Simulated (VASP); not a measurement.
# Si (P6_3/mmc) in VASP: a series of runs

Si is run at these levels: LDA; tasks: single point, relaxation of cell and atoms.

Program: VASP 6.6.1. These are calculated values, not measurements. Logs are shortened: lines on timing, memory, paths and dates and some standing lists are left out, and cuts for length are marked.

## Step 1: The cell of the first run

The structure is hexagonal, space group P6_3/mmc (No. 194). Conventional cell: a = 3.820 Å, b = 3.820 Å, c = 6.320 Å, α = 90.00°, β = 90.00°, γ = 120.00°. Si (site symmetry 3m) has 4 Si at 2.34 to 2.36 Å within 3.1 Å.

## Step 2: Single point, LDA

File INCAR:

```
SYSTEM = Si
  ALGO = Normal
  EDIFF = 1E-6
  ENCUT = 520
  ISIF = 2
  ISMEAR = 0
  LASPH = .TRUE.
  LCHARG = .FALSE.
  LREAL = .FALSE.
  LWAVE = .FALSE.
  NBANDS = 16
  NELM = 80
  PREC = Accurate
  SIGMA = 0.1
```

File KPOINTS:

```
k-points
0
G
  6 6 4
  0 0 0
```

File POSCAR:

```
Si
1.0
    3.8200000000      0.0000000000      0.0000000000
   -1.9100000000      3.3082170425      0.0000000000
    0.0000000000      0.0000000000      6.3200000000
Si
4
Direct
    0.3333333333      0.6666666667      0.0000000000
    0.6666666667      0.3333333333      0.5000000000
    0.3333333333      0.6666666667      0.3740000000
    0.6666666667      0.3333333333      0.8740000000
```

Potentials or basis: VASP PAW LDA potentials, release 64 (Si).

Started as:

```
$ cat potpaw_LDA.64/Si/POTCAR > POTCAR
$ mpirun -np 1 vasp_std > vasp.out
```

OUTCAR:

```text
SYSTEM = Si
   EDIFF = 1E-6
   ENCUT = 520
   ISIF = 2
   ISMEAR = 0
   LASPH = .TRUE.
   LREAL = .FALSE.
   NELM = 80
   PREC = Accurate

 ion  position               nearest neighbor table
   1  0.333  0.667  0.000-   4 2.34   4 2.34   4 2.34   3 2.36
   2  0.667  0.333  0.500-   3 2.34   3 2.34   3 2.34   4 2.36
   3  0.333  0.667  0.374-   2 2.34   2 2.34   2 2.34   1 2.36
   4  0.667  0.333  0.874-   1 2.34   1 2.34   1 2.34   2 2.36

  LATTYP: Found a hexagonal cell.
 ALAT       =     3.8200000000
 C/A-ratio  =     1.6544502618

  Lattice vectors:

 A1 = (   3.8200000000,   0.0000000000,   0.0000000000)
 A2 = (  -1.9100000000,   3.3082170425,   0.0000000000)
 A3 = (   0.0000000000,   0.0000000000,   6.3200000000)

Analysis of symmetry for initial positions (statically):
=====================================================================
 Subroutine PRICEL returns:
 Original cell was already a primitive cell.

 Routine SETGRP: Setting up the symmetry group for a
 hexagonal supercell.

 Subroutine GETGRP returns: Found 24 space group operations
 (whereof  6 operations were pure point group operations)
 out of a pool of 24 trial point group operations.

The static configuration has the point symmetry C_3v.
 The point group associated with its full space group is D_6h.

Analysis of symmetry for dynamics (positions and initial velocities):
=====================================================================
 Subroutine PRICEL returns:
 Original cell was already a primitive cell.

 Routine SETGRP: Setting up the symmetry group for a
 hexagonal supercell.

 Subroutine GETGRP returns: Found 24 space group operations
 (whereof  6 operations were pure point group operations)
 out of a pool of 24 trial point group operations.

The dynamic configuration has the point symmetry C_3v.
 The point group associated with its full space group is D_6h.

 Subroutine INISYM returns: Found 24 space group operations
 (whereof  6 operations are pure point group operations),
 and found     1 'primitive' translations

----------------------------------------------------------------------------------------

                                     Primitive cell

  volume of cell :      79.8683

  direct lattice vectors                    reciprocal lattice vectors
     3.820000000  0.000000000  0.000000000     0.261780105  0.151138814  0.000000000
    -1.910000000  3.308217042  0.000000000     0.000000000  0.302277628  0.000000000
     0.000000000  0.000000000  6.320000000     0.000000000  0.000000000  0.158227848

  length of vectors
     3.820000000  3.820000000  6.320000000     0.302277628  0.302277628  0.158227848

  position of ions in fractional coordinates (direct lattice)
     0.333333333  0.666666667  0.000000000
     0.666666667  0.333333333  0.500000000
     0.333333333  0.666666667  0.374000000
     0.666666667  0.333333333  0.874000000

  ion indices of the primitive-cell ions
   primitive index   ion index
                 1           1
                 2           2
                 3           3
                 4           4

----------------------------------------------------------------------------------------

 KPOINTS: k-points

Automatic generation of k-mesh.
 Grid dimensions read from file:
 generate k-points for:    6    6    4

 Generating k-lattice:

  Cartesian coordinates                     Fractional coordinates (reciprocal lattice)
     0.043630017  0.025189802  0.000000000     0.166666667  0.000000000  0.000000000
     0.000000000  0.050379605  0.000000000     0.000000000  0.166666667  0.000000000
     0.000000000  0.000000000  0.039556962     0.000000000  0.000000000  0.250000000

  Length of vectors
     0.050379605  0.050379605  0.039556962

  Shift w.r.t. Gamma in fractional coordinates (k-lattice)
     0.000000000  0.000000000  0.000000000

 Subroutine IBZKPT returns following result:
 ===========================================

 Found     21 irreducible k-points:

 Following reciprocal coordinates:
            Coordinates               Weight
  0.000000  0.000000  0.000000      1.000000
  0.166667  0.000000  0.000000      6.000000
  0.333333 -0.000000  0.000000      6.000000
  0.500000  0.000000  0.000000      3.000000
  0.166667  0.166667  0.000000      6.000000
  0.333333  0.166667  0.000000     12.000000
[... 13 lines left out ...]
  0.333333  0.166667  0.500000     12.000000
  0.333333  0.333333  0.500000      2.000000
   k-points           NKPTS =     21   k-points in BZ     NKDIM =     21   number of bands    NBANDS=     16
   number of dos      NEDOS =    301   number of ions     NIONS =      4
   total plane-waves  NPLWV =  37632
   dimension x,y,z NGX =    28 NGY =   28 NGZ =   48
   dimension x,y,z NGXF=    56 NGYF=   56 NGZF=   96
   ions per type =               4
   NGX,Y,Z   is equivalent  to a cutoff of  12.19, 12.19, 12.63 a.u.
   NGXF,Y,Z  is equivalent  to a cutoff of  24.37, 24.37, 25.25 a.u.
 SYSTEM =  Si
   PREC   = accura    normal or accurate (medium, high low for compatibility)
   ISTART =      0    job   : 0-new  1-cont  2-samecut
   ICHARG =      2    charge: 1-file 2-atom 10-const
   ISPIN  =      1    spin polarized calculation?
   LNONCOLLINEAR =      F non collinear calculations
   LSORBIT =      F    spin-orbit coupling
   LASPH  =      T    aspherical Exc in radial PAW
   ENCUT  =  520.0 eV  38.22 Ry    6.18 a.u.   7.10  7.10 11.75*2*pi/ulx,y,z
   NELM   =     80;   NELMIN=  2; NELMDL= -5     # of ELM steps
   EDIFF  = 0.1E-05   stopping-criterion for ELM
   LREAL  =      F    real-space projection
   EDIFFG = 0.1E-04   stopping-criterion for IOM
   NSW    =      0    number of steps for IOM
   IBRION =     -1    ionic relax: 0-MD 1-quasi-New 2-CG
   NFREE  =      0    steps in history (QN), initial steepest desc. (CG)
   ISIF   =      2    stress and relaxation
   ISYM   =      2    0-nonsym 1-usesym 2-fastsym
   POTIM  = 0.5000    time-step for ionic-motion
   TEBEG  =    0.0;   TEEND  =   0.0 temperature during run
   PSTRESS=    0.0 pullay stress
   NELECT =      16.0000    total number of electrons
   NUPDOWN=      -1.0000    fix difference up-down
   EMIN   =  10.00;   EMAX   =-10.00  energy-range for DOS
   EFERMI =   0.00;   METHOD = LEGACY
   ISMEAR =     0;   SIGMA  =   0.10  broadening in eV -4-tet -1-fermi 0-gaus
   EFERMI_NEDOS =   21; number of points for ismear=-14 and -15
   IALGO  =     38    algorithm
   IMIX   =      4    mixing-type and parameters
     AMIX     =   0.40;   BMIX     =  1.00
     AMIX_MAG =   1.60;   BMIX_MAG =  1.00
  volume/ion in A,a.u.               =      19.97       134.74
  Fermi-wavevector in a.u.,A,eV,Ry     =   0.957907  1.810182 12.484513  0.917586
  Thomas-Fermi vector in A             =   2.086967
   LORBIT       =      0    0 simple, 1 ext, 2 COOP (PROOUT), +10 PAW based schemes
   GGA     = CA    functional components
   LHFCALC =     F    Hartree Fock is set to
   AEXX    =    0.0000 exact exchange contribution
   IVDW    =     0    specifies the selected vdW correction
   LEPSILON=     F    determine dielectric tensor
   LRPA    =     F    only Hartree local field effects (RPA)
 non-spin polarized calculation
 Gauss-broadening in eV      SIGMA  =   0.10
  energy-cutoff  :      520.00
  volume of cell :       79.87
 maximum number of plane-waves:      2175
   NGX = 15   NGY = 15   NGZ = 23

 number of electron      15.9999999 magnetization

 Free energy of the ion-electron system (eV)
  ---------------------------------------------------
  ext. energy  EPLUGINS =         0.00000000
  ---------------------------------------------------
  free energy    TOTEN  =       -23.76789523 eV

  energy without entropy =      -23.76768282  energy(sigma->0) =      -23.76778902

 E-fermi :   6.2009     XC(G=0):  -9.6102

 val. band max:        6.0584855351   @ k =   0.0000   0.0000   0.0000
 cond. band min:       6.3550192533   @ k =   0.5000   0.0000   0.0000
 fundamental gap:      0.2965337182
 Fermi energy:         6.2009230400

 k-point     1 :       0.0000    0.0000    0.0000
  band No.  band energies     occupation
      1      -6.1896      2.00000
      2      -3.8868      2.00000
      3      -1.2184      2.00000
      4       4.5372      2.00000
      5       4.5372      2.00000
      6       5.7007      2.00000
[... 8 lines left out ...]
     15      10.1976      0.00000
     16      11.9629      0.00000

 k-point     2 :       0.1667    0.0000    0.0000
  band No.  band energies     occupation
      1      -5.8656      2.00000
      2      -3.5566      2.00000
      3      -1.0625      2.00000
      4       2.6292      2.00000
      5       3.9824      2.00000
      6       4.1970      2.00000
[... 8 lines left out ...]
     15      11.3319      0.00000
     16      11.7097      0.00000

 k-point     3 :       0.3333   -0.0000    0.0000
  band No.  band energies     occupation
      1      -4.9401      2.00000
      2      -2.6052      2.00000
      3      -1.3185      2.00000
      4       1.0856      2.00000
      5       1.6420      2.00000
      6       3.2584      2.00000
[... 8 lines left out ...]
     15      12.9586      0.00000
     16      13.1293      0.00000

 k-point     4 :       0.5000    0.0000    0.0000
  band No.  band energies     occupation
      1      -3.9805      2.00000
      2      -2.4171      2.00000
      3      -1.5883      2.00000
      4       0.0519      2.00000
      5       1.3411      2.00000
      6       2.9842      2.00000
[... 8 lines left out ...]
     15      12.4473      0.00000
     16      14.0622      0.00000

 k-point     5 :       0.1667    0.1667    0.0000
  band No.  band energies     occupation
      1      -5.2357      2.00000
      2      -2.9110      2.00000
      3      -1.0488      2.00000
      4       1.4832      2.00000
      5       2.5005      2.00000
      6       2.6419      2.00000
[... 8 lines left out ...]
     15      10.9230      0.00000
     16      12.4922      0.00000

 k-point     6 :       0.3333    0.1667    0.0000
  band No.  band energies     occupation
      1      -4.1125      2.00000
      2      -2.0499      2.00000
      3      -1.7379      2.00000
      4       0.5493      2.00000
      5       1.3063      2.00000
      6       1.9514      2.00000
[... 8 lines left out ...]
     15      12.4126      0.00000
     16      12.5013      0.00000
[... 210 lines left out ...]
 k-point    18 :       0.5000    0.0000    0.5000
  band No.  band energies     occupation
      1      -3.2812      2.00000
      2      -3.2812      2.00000
      3      -1.2459      2.00000
      4      -1.2459      2.00000
      5       3.5816      2.00000
      6       3.5816      2.00000
[... 8 lines left out ...]
     15      13.9107      0.00000
     16      13.9107      0.00000

 k-point    19 :       0.1667    0.1667    0.5000
  band No.  band energies     occupation
      1      -4.4555      2.00000
      2      -4.4555      2.00000
      3       0.8162      2.00000
      4       0.8162      2.00000
      5       3.2292      2.00000
      6       3.2292      2.00000
[... 8 lines left out ...]
     15      11.5771      0.00000
     16      11.5771      0.00000

 k-point    20 :       0.3333    0.1667    0.5000
  band No.  band energies     occupation
      1      -3.3881      2.00000
      2      -3.3881      2.00000
      3      -0.8259      2.00000
      4      -0.8259      2.00000
      5       2.4101      2.00000
      6       2.4101      2.00000
[... 8 lines left out ...]
     15      12.7677      0.00000
     16      12.7677      0.00000

 k-point    21 :       0.3333    0.3333    0.5000
  band No.  band energies     occupation
      1      -2.7116      2.00000
      2      -2.7116      2.00000
      3      -1.3924      2.00000
      4      -1.3924      2.00000
      5       1.5055      2.00000
      6       1.5055      2.00000
[... 8 lines left out ...]
     15      12.2789      0.00000
     16      12.2789      0.00000

------------------------ aborting loop because EDIFF is reached ----------------------------------------

  FORCE on cell =-STRESS in cart. coord.  units (eV):
  Direction    XX          YY          ZZ          XY          YZ          ZX
  --------------------------------------------------------------------------------------
  -------------------------------------------------------------------------------------
  Total       -0.5569839     -0.5569839     -0.7418388     -0.0000000      0.0000000      0.0000000
  in kB      -11.1732312    -11.1732312    -14.8814644     -0.0000000      0.0000000      0.0000000
  external PRESSURE =     -12.4093089 kB  Pullay stress =       0.0000000 kB

 VOLUME and BASIS-vectors are now :
 -----------------------------------------------------------------------------
  energy-cutoff  :      520.00
  volume of cell :       79.87
      direct lattice vectors                 reciprocal lattice vectors
     3.820000000  0.000000000  0.000000000     0.261780105  0.151138814  0.000000000
    -1.910000000  3.308217042  0.000000000     0.000000000  0.302277628  0.000000000
     0.000000000  0.000000000  6.320000000     0.000000000  0.000000000  0.158227848

 POSITION                                       TOTAL-FORCE (eV/Angst)
 -----------------------------------------------------------------------------------
     -0.00000      2.20548      0.00000         0.000000      0.000000     -0.007927
      1.91000      1.10274      3.16000        -0.000000     -0.000000     -0.007927
     -0.00000      2.20548      2.36368         0.000000     -0.000000      0.007927
      1.91000      1.10274      5.52368        -0.000000      0.000000      0.007927
 -----------------------------------------------------------------------------------
    total drift:                               -0.000000      0.000000      0.000005

  FREE ENERGIE OF THE ION-ELECTRON SYSTEM (eV)
  ---------------------------------------------------
  free  energy   TOTEN  =       -23.7678952308 eV

  energy  without entropy=      -23.7676828164  energy(sigma->0) =      -23.76778902
```

It took 27 s on 1 thread of Intel Xeon 8259CL, shared host; peak memory 0.16 GiB.

What came out:

```yaml
Free_energy: -23.7679 eV
Pressure: -1.2 GPa
Largest_force: 0.008 eV/Å
Band_gap_on_the_k_mesh: 0.30 eV, indirect (least direct gap 0.96 eV)
```

Forces on the atoms (eV/Å):
```
Si   0.000  0.000 -0.008
Si   0.000  0.000 -0.008
Si   0.000  0.000  0.008
Si   0.000  0.000  0.008
```

Stress tensor (GPa, compression positive):
```
-1.12  0.00  0.00
 0.00 -1.12  0.00
 0.00  0.00 -1.49
```

A k mesh can miss the band edges.

[end of part 1 of 3]
